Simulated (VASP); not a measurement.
# Bi2Te3 in VASP: a series of runs

Bi2Te3 is run at these levels: revPBE; tasks: single point.

Everything below comes from runs of VASP 6.6.1. Logs are shortened: lines on timing, memory, paths and dates and some standing lists are left out, and cuts for length are marked.

## Step 1: The cell of the first run

The cell holds a sheet with vacuum, 5 atoms: a = 4.386 Å, b = 4.386 Å, c = 23.553 Å, α = 90.00°, β = 90.00°, γ = 60.00°.

## Step 2: Single point, revPBE

Contents of INCAR:

```
  GGA = RE
  LDIPOL = T
  IDIPOL = 3
  DIPOL = 0.5 0.5 0.500
  ISMEAR = 0
  SIGMA = 0.03
  LWAVE = F
  LCHARG = F
  ISIF = 0
  PREC = Accurate
  LASPH = T
  LREAL = F
  ALGO = Normal
  EDIFF = 1E-6
  NELM = 120
  GGA_COMPAT = F
  ENCUT = 320
  EFERMI = MIDGAP
  NELMDL = -8
  NBANDS = 37
```

Contents of KPOINTS:

```
Automatic mesh
0
Gamma
  6 6 1
  0 0 0
```

Contents of POSCAR:

```
Bi2Te3
1.0
    4.3860000000      0.0000000000      0.0000000000
    2.1930000000      3.7983874210      0.0000000000
    0.0000000000      0.0000000000     23.5530903334
Te Bi
3 2
Direct
    0.0000000000      0.0000000000      0.5000000000
    0.3333333333      0.3333333333      0.6603418113
    0.6666666667      0.6666666667      0.3396581887
    0.3333333333      0.3333333333      0.4136787018
    0.6666666667      0.6666666667      0.5863212982
```

Potentials or basis: VASP PAW PBE potentials, release 64 (Te, Bi_d).

Launch:

```
$ cat potpaw_PBE.64/Te/POTCAR potpaw_PBE.64/Bi_d/POTCAR > POTCAR
$ mpirun -np 1 vasp_std > vasp.out
```

OUTCAR:

```text
GGA = RE
   ISMEAR = 0
   ISIF = 0
   PREC = Accurate
   LASPH = T
   LREAL = F
   EDIFF = 1E-6
   NELM = 120
   ENCUT = 320
   EFERMI = MIDGAP
   NELMDL = -8

 Found      7 irreducible k-points:

 Following reciprocal coordinates:
            Coordinates               Weight
  0.000000  0.000000  0.000000      1.000000
  0.166667  0.000000  0.000000      6.000000
  0.333333  0.000000  0.000000      6.000000
  0.500000  0.000000  0.000000      3.000000
  0.333333  0.166667  0.000000      6.000000
  0.500000  0.166667  0.000000     12.000000
   k-points           NKPTS =      7   k-points in BZ     NKDIM =      7   number of bands    NBANDS=     37
   number of dos      NEDOS =    301   number of ions     NIONS =      5
   total plane-waves  NPLWV = 109760
   dimension x,y,z NGX =    28 NGY =   28 NGZ =  140
   dimension x,y,z NGXF=    56 NGYF=   56 NGZF=  280
   ions per type =               3   2
   NGX,Y,Z   is equivalent  to a cutoff of  10.61, 10.61,  9.88 a.u.
   NGXF,Y,Z  is equivalent  to a cutoff of  21.23, 21.23, 19.76 a.u.
 SYSTEM =  unknown system
   PREC   = accura    normal or accurate (medium, high low for compatibility)
   ISTART =      0    job   : 0-new  1-cont  2-samecut
   ICHARG =      2    charge: 1-file 2-atom 10-const
   ISPIN  =      1    spin polarized calculation?
   LNONCOLLINEAR =      F non collinear calculations
   LSORBIT =      F    spin-orbit coupling
   LASPH  =      T    aspherical Exc in radial PAW
   ENCUT  =  320.0 eV  23.52 Ry    4.85 a.u.   6.40  6.40 34.35*2*pi/ulx,y,z
   NELM   =    120;   NELMIN=  2; NELMDL= -8     # of ELM steps
   EDIFF  = 0.1E-05   stopping-criterion for ELM
   LREAL  =      F    real-space projection
   EDIFFG = 0.1E-04   stopping-criterion for IOM
   NSW    =      0    number of steps for IOM
   IBRION =     -1    ionic relax: 0-MD 1-quasi-New 2-CG
   NFREE  =      0    steps in history (QN), initial steepest desc. (CG)
   ISIF   =      0    stress and relaxation
   ISYM   =      2    0-nonsym 1-usesym 2-fastsym
   POTIM  = 0.5000    time-step for ionic-motion
   TEBEG  =    0.0;   TEEND  =   0.0 temperature during run

   SCALEE = 1.0000    scale energy and forces
   PSTRESS=    0.0 pullay stress
   NELECT =      48.0000    total number of electrons
   NUPDOWN=      -1.0000    fix difference up-down
   EMIN   =  10.00;   EMAX   =-10.00  energy-range for DOS
   EFERMI =   0.00;   METHOD = MIDGAP
   ISMEAR =     0;   SIGMA  =   0.03  broadening in eV -4-tet -1-fermi 0-gaus
   EFERMI_NEDOS =   21; number of points for ismear=-14 and -15
   IALGO  =     38    algorithm
   IMIX   =      4    mixing-type and parameters
     AMIX     =   0.40;   BMIX     =  1.00
     AMIX_MAG =   1.60;   BMIX_MAG =  1.00
  volume/ion in A,a.u.               =      78.48       529.59
  Fermi-wavevector in a.u.,A,eV,Ry     =   0.812675  1.535732  8.985830  0.660440
  Thomas-Fermi vector in A             =   1.922260
   LORBIT       =      0    0 simple, 1 ext, 2 COOP (PROOUT), +10 PAW based schemes
   GGA     = RE    functional components
   LHFCALC =     F    Hartree Fock is set to
   AEXX    =    0.0000 exact exchange contribution
   IVDW    =     0    specifies the selected vdW correction
   LEPSILON=     F    determine dielectric tensor
   LRPA    =     F    only Hartree local field effects (RPA)

   CSHIFT  =0.1000    complex shift for real part using Kramers Kronig

   OMEGAMAX=  -1.0    maximum frequency
 non-spin polarized calculation
 Gauss-broadening in eV      SIGMA  =   0.03
  energy-cutoff  :      320.00
  volume of cell :      392.39
 maximum number of plane-waves:      5139
 NGX is ok and might be reduce to    28
   NGX = 13   NGY = 13   NGZ = 69

 number of electron      47.9999991 magnetization

 DIPCOR: dipole corrections for dipol
 direction  3 min pos     1,
 dipolmoment           0.000000      0.000000     -0.000000 electrons x Angstroem
 Tr[quadrupol]      -164.329183

 energy correction for charged system         0.000000 eV

 dipol+quadrupol energy correction           -0.000000 eV

 added-field ion interaction          0.000000 eV  (added to PSCEN)

 Free energy of the ion-electron system (eV)
  ---------------------------------------------------
  ext. energy  EPLUGINS =         0.00000000
  ---------------------------------------------------
  free energy    TOTEN  =       -16.91090692 eV

  energy without entropy =      -16.91090692  energy(sigma->0) =      -16.91090692

 E-fermi :  -0.0950     XC(G=0):  -4.5299

 val. band max:       -0.6399288257   @ k =   0.1667   0.0000   0.0000
 cond. band min:       0.4498577207   @ k =   0.0000   0.0000   0.0000
 fundamental gap:      1.0897865464
 Fermi energy:        -0.0950355525

 k-point     1 :       0.0000    0.0000    0.0000
  band No.  band energies     occupation
      1     -23.2668      2.00000
      2     -23.2668      2.00000
      3     -23.2659      2.00000
      4     -23.2659      2.00000
      5     -23.2606      2.00000
      6     -23.2595      2.00000
      7     -23.2560      2.00000
      8     -23.2560      2.00000
      9     -23.2546      2.00000
     10     -23.2546      2.00000
     11     -13.1911      2.00000
     12     -12.6556      2.00000
     13     -11.0131      2.00000
     14      -9.2111      2.00000
     15      -8.0602      2.00000
     16      -2.2725      2.00000
     17      -1.7082      2.00000
     18      -1.7082      2.00000
     19      -1.4058      2.00000
     20      -1.4058      2.00000
     21      -1.3773      2.00000
     22      -1.0421      2.00000
     23      -0.8984      2.00000
     24      -0.8984      2.00000
     25       0.4499      0.00000
     26       0.9975      0.00000
     27       0.9975      0.00000
     28       1.8201      0.00000
     29       1.9686      0.00000
     30       1.9686      0.00000
     31       4.1505      0.00000
     32       4.2907      0.00000
     33       4.9404      0.00000
     34       5.3633      0.00000
     35       5.8673      0.00000
     36       5.8673      0.00000

 k-point     2 :       0.1667    0.0000    0.0000
  band No.  band energies     occupation
      1     -23.2688      2.00000
      2     -23.2674      2.00000
      3     -23.2640      2.00000
      4     -23.2629      2.00000
      5     -23.2591      2.00000
      6     -23.2581      2.00000
      7     -23.2571      2.00000
      8     -23.2562      2.00000
      9     -23.2561      2.00000
     10     -23.2546      2.00000
     11     -12.9545      2.00000
     12     -12.4376      2.00000
     13     -10.8804      2.00000
     14      -9.2982      2.00000
     15      -8.4213      2.00000
     16      -3.2410      2.00000
     17      -2.5205      2.00000
     18      -2.3632      2.00000
     19      -2.2759      2.00000
     20      -1.8105      2.00000
     21      -1.7356      2.00000
     22      -0.9624      2.00000
     23      -0.8480      2.00000
     24      -0.6399      2.00000
     25       0.8995      0.00000
     26       1.3410      0.00000
     27       1.4479      0.00000
     28       2.1763      0.00000
     29       2.3624      0.00000
     30       2.8037      0.00000
     31       4.3420      0.00000
     32       4.4885      0.00000
     33       4.7781      0.00000
     34       5.3857      0.00000
     35       5.5250      0.00000
     36       6.3048      0.00000

 k-point     3 :       0.3333    0.0000    0.0000
  band No.  band energies     occupation
      1     -23.2734      2.00000
      2     -23.2713      2.00000
      3     -23.2617      2.00000
      4     -23.2601      2.00000
      5     -23.2596      2.00000
      6     -23.2584      2.00000
      7     -23.2536      2.00000
      8     -23.2536      2.00000
      9     -23.2528      2.00000
     10     -23.2523      2.00000
     11     -12.2828      2.00000
     12     -11.8515      2.00000
     13     -10.6494      2.00000
     14      -9.7301      2.00000
     15      -9.2701      2.00000
     16      -4.4913      2.00000
     17      -3.5010      2.00000
     18      -3.0245      2.00000
     19      -2.9318      2.00000
     20      -2.2674      2.00000
     21      -2.1396      2.00000
     22      -1.4993      2.00000
     23      -1.0133      2.00000
     24      -1.0100      2.00000
     25       1.0164      0.00000
     26       1.6344      0.00000
     27       1.8093      0.00000
     28       2.6775      0.00000
     29       3.0077      0.00000
     30       3.5770      0.00000
     31       3.7984      0.00000
     32       5.0996      0.00000
     33       5.3781      0.00000
     34       5.8426      0.00000
     35       6.4381      0.00000
     36       6.6818      0.00000

 k-point     4 :       0.5000    0.0000    0.0000
  band No.  band energies     occupation
      1     -23.2760      2.00000
      2     -23.2734      2.00000
      3     -23.2629      2.00000
      4     -23.2610      2.00000
      5     -23.2602      2.00000
      6     -23.2576      2.00000
      7     -23.2513      2.00000
      8     -23.2507      2.00000
      9     -23.2501      2.00000
     10     -23.2497      2.00000
     11     -11.4975      2.00000
     12     -11.4450      2.00000
     13     -10.8587      2.00000
     14     -10.1936      2.00000
     15      -9.7167      2.00000
     16      -4.9480      2.00000
     17      -3.6432      2.00000
     18      -3.5038      2.00000
     19      -3.1781      2.00000
     20      -2.4831      2.00000
     21      -2.3207      2.00000
     22      -1.6044      2.00000
     23      -1.2208      2.00000
     24      -1.1128      2.00000
     25       0.9748      0.00000
     26       1.6619      0.00000
     27       1.6876      0.00000
     28       2.7875      0.00000
     29       3.2406      0.00000
     30       3.2958      0.00000
     31       3.9368      0.00000
     32       5.2011      0.00000
     33       6.3410      0.00000
     34       6.6730      0.00000
     35       6.7531      0.00000
     36       6.8970      0.00000

 k-point     5 :       0.3333    0.1667    0.0000
  band No.  band energies     occupation
      1     -23.2704      2.00000
      2     -23.2688      2.00000
      3     -23.2615      2.00000
      4     -23.2614      2.00000
      5     -23.2593      2.00000
      6     -23.2592      2.00000
      7     -23.2563      2.00000
      8     -23.2560      2.00000
      9     -23.2534      2.00000
     10     -23.2523      2.00000
     11     -12.4974      2.00000
     12     -12.0290      2.00000
     13     -10.6784      2.00000
     14      -9.5521      2.00000
     15      -9.0636      2.00000
     16      -3.8753      2.00000
     17      -3.7848      2.00000
     18      -2.8678      2.00000
     19      -2.7188      2.00000
     20      -2.5611      2.00000
     21      -1.9833      2.00000
     22      -1.2353      2.00000
     23      -0.8975      2.00000
     24      -0.7709      2.00000
     25       1.1882      0.00000
     26       1.6721      0.00000
     27       1.6879      0.00000
     28       2.4496      0.00000
     29       3.3078      0.00000
     30       3.3837      0.00000
     31       4.5237      0.00000
     32       4.5962      0.00000
     33       5.0923      0.00000
     34       5.2702      0.00000
     35       5.9271      0.00000
     36       6.0828      0.00000

 k-point     6 :       0.5000    0.1667    0.0000
  band No.  band energies     occupation
      1     -23.2724      2.00000
      2     -23.2704      2.00000
      3     -23.2623      2.00000
      4     -23.2607      2.00000
      5     -23.2597      2.00000
      6     -23.2591      2.00000
      7     -23.2542      2.00000
      8     -23.2532      2.00000
      9     -23.2510      2.00000
     10     -23.2499      2.00000
     11     -11.6804      2.00000
     12     -11.3857      2.00000
     13     -10.6178      2.00000
     14     -10.1309      2.00000
     15      -9.8731      2.00000
     16      -4.6778      2.00000
     17      -3.9655      2.00000
     18      -3.5491      2.00000
     19      -3.3601      2.00000
     20      -2.7924      2.00000
     21      -2.4028      2.00000
     22      -1.5263      2.00000
     23      -1.1666      2.00000
     24      -0.8691      2.00000
     25       1.3008      0.00000
     26       1.7082      0.00000
     27       1.8803      0.00000
     28       2.9340      0.00000
     29       3.5081      0.00000
     30       3.9012      0.00000
     31       4.0693      0.00000
     32       5.3889      0.00000
     33       6.0591      0.00000
     34       6.2744      0.00000
     35       6.3707      0.00000
     36       6.7858      0.00000

 [... further k-points ...]

 [bands above 36 left out]

------------------------ aborting loop because EDIFF is reached ----------------------------------------

 vacuum level on the upper side and lower side of the slab       (xc-potential included)        -0.167        -0.167

 VOLUME and BASIS-vectors are now :
 -----------------------------------------------------------------------------
  energy-cutoff  :      320.00
  volume of cell :      392.39
      direct lattice vectors                 reciprocal lattice vectors
     4.386000000  0.000000000  0.000000000     0.227998176 -0.131634808  0.000000000
     2.193000000  3.798387421  0.000000000     0.000000000  0.263269617  0.000000000
     0.000000000  0.000000000 23.553090333     0.000000000  0.000000000  0.042457274

 POSITION                                       TOTAL-FORCE (eV/Angst)
 -----------------------------------------------------------------------------------
      0.00000      0.00000     11.77655         0.000000     -0.000000     -0.000000
      2.19300      1.26613     15.55309         0.000000      0.000000      0.129006
      4.38600      2.53226      8.00000         0.000000      0.000000     -0.129006
      2.19300      1.26613      9.74341         0.000000     -0.000000     -0.157852
      4.38600      2.53226     13.80968        -0.000000      0.000000      0.157852
 -----------------------------------------------------------------------------------
    total drift:                                0.000000      0.000000     -0.000000

  FREE ENERGIE OF THE ION-ELECTRON SYSTEM (eV)
  ---------------------------------------------------
  free  energy   TOTEN  =       -16.9109069198 eV

  energy  without entropy=      -16.9109069198  energy(sigma->0) =      -16.91090692

 vacuum level on the upper side and lower side of the slab         4.585         4.585
```

Wall time 83 s (1 thread of Intel Xeon Platinum 8488C (Sapphire Rapids), shared host); peak memory 0.33 GiB.

Results:

- Free energy: -16.9109 eV
- Largest force: 0.158 eV/Å
- Band gap on the k mesh: 1.09 eV (least direct gap 1.35 eV)

Forces in eV/Å, atoms in the order of the input:
```
Te   0.000  0.000  0.000
Te   0.000  0.000  0.129
Te   0.000  0.000 -0.129
Bi   0.000  0.000 -0.158
Bi   0.000  0.000  0.158
```

Caveat: the PAW data sets were made with another functional, which shifts forces and pressure a little; spin-orbit coupling is left out, which moves the levels of the heavy elements.

## Step 3: Single point, revPBE

Changes to INCAR since step 2:

```diff
@@ -13,8 +13,8 @@
   ALGO = Normal
-  EDIFF = 1E-6
+  EDIFF = 1E-8
   NELM = 120
   GGA_COMPAT = F
-  ENCUT = 320
+  ENCUT = 550
   EFERMI = MIDGAP
   NELMDL = -8
-  NBANDS = 37
+  NBANDS = 50
```

Contents of KPOINTS:

```
Automatic mesh
0
Gamma
  9 9 1
  0 0 0
```

POSCAR is that of step 2.

Potentials or basis: VASP PAW PBE potentials, release 64 (Te, Bi_d).

Launch:

```
$ cat potpaw_PBE.64/Te/POTCAR potpaw_PBE.64/Bi_d/POTCAR > POTCAR
$ mpirun -np 1 vasp_std > vasp.out
```

Run time: 7.6 min. Hardware: 1 thread of Intel Xeon Platinum 8488C (Sapphire Rapids), shared host; peak memory 0.59 GiB.

Results (log left out):

```yaml
Free_energy: -16.9183 eV
Largest_force: 0.188 eV/Å
Band_gap_on_the_k_mesh: 1.06 eV (least direct gap 1.35 eV)
```

Forces in eV/Å, atoms in the order of the input:
```
Te   0.000  0.000  0.000
Te   0.000  0.000  0.112
Te   0.000  0.000 -0.112
Bi   0.000  0.000 -0.188
Bi   0.000  0.000  0.188
```

Levels at points of the mesh, in eV from the valence-band top:
| k point | band 21 | band 22 | band 23 | band 24 | band 25 | band 26 | band 27 | band 28 |
| --- | --- | --- | --- | --- | --- | --- | --- | --- |
| (0.00, 0.00, 0.00) | -0.77 | -0.43 | -0.30 | -0.30 | 1.06 | 1.60 | 1.60 | 2.42 |

Caveat: the PAW data sets were made with another functional, which shifts forces and pressure a little; spin-orbit coupling is left out, which moves the levels of the heavy elements.
